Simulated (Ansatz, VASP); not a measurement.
**Two plane-wave programs on Te**

File INCAR:

```
SYSTEM = Te
PREC = Accurate ; ENCUT = 600
EDIFF = 1E-6 ; ISMEAR = -1
SIGMA = 0.05 ; LREAL = .False.
LASPH = .True. ; NELM = 100
ALGO = Normal ; ISIF = 3
LWAVE = .False. ; LCHARG = .False.
GGA = PE ; IBRION = 2
NSW = 80 ; EDIFFG = -0.01
```

KPOINTS

```
Automatic mesh
0
Gamma
  5 5 3
  0 0 0
```

Contents of POSCAR:

```
Te
1.0
    4.4540012348      0.0000000000      0.0000000000
   -2.2270006174      3.8572782178      0.0000000000
    0.0000000000      0.0000000000      5.9240000000
Te
3
Direct
    0.2690000000      0.0000000000      0.3333333333
    0.0000000000      0.2690000000      0.6666666667
    0.7310000000      0.7310000000      0.0000000000
```

Input for Ansatz:

```yaml
crystal:
  lattice:
    - [4.4540012348, 0.0, 0.0]
    - [-2.2270006174, 3.8572782178, 0.0]
    - [0.0, 0.0, 5.924]
  atoms:
    - { symbol: Te, position: [0.269, 0.0, 0.3333333333] }
    - { symbol: Te, position: [0.0, 0.269, 0.6666666667] }
    - { symbol: Te, position: [0.731, 0.731, 0.0] }
hamiltonian:
  xc: pbe
  pseudopotentials:
    kind: paw
    azcp:
      Te: "pseudopotentials/Te.paw.azcp"
basis:
  ecutwfc: 420
  fft_grid_basis: typed
kpoints:
  mp_grid: { grid: [5, 5, 3], shift: [0, 0, 0] }
magnetization:
  spin_polarized: false
scf:
  occupations: { method: fermi_dirac, width: 0.05 }
relax:
  max_steps: 60
  f_tol: 0.01
  cell: {}
```

Alike in both runs: task relaxation of cell and atoms; functional PBE; k mesh 5 × 5 × 3; occupations fermi-dirac, width 0.05 eV; no spin polarisation.

|  | VASP | Ansatz |
| --- | --- | --- |
| version | VASP 6.6.1 | Ansatz 0.2.0 |
| potentials or method | VASP PAW PBE potentials, release 64 (Te), cutoff 600 eV | plane waves (420 eV) with PAW, scalar-relativistic |
| valence electrons in the cell | 18 | 48 |

Ansatz gave:

| Item | Value |
| --- | --- |
| relaxed volume (Å³/atom) | 35.18 |
| relaxed length of the cell vector where the two differ most in proportion (Å) | 4.530 |

Estimate VASP's values.

relaxed volume (Å³/atom): 35.10; relaxed length of the cell vector where the two differ most in proportion (Å): 4.526.

VASP's potentials hold 18 valence electrons a cell and Ansatz's 48, so a difference there can come from the potentials and not from the codes.

Neither program's run includes spin-orbit coupling.
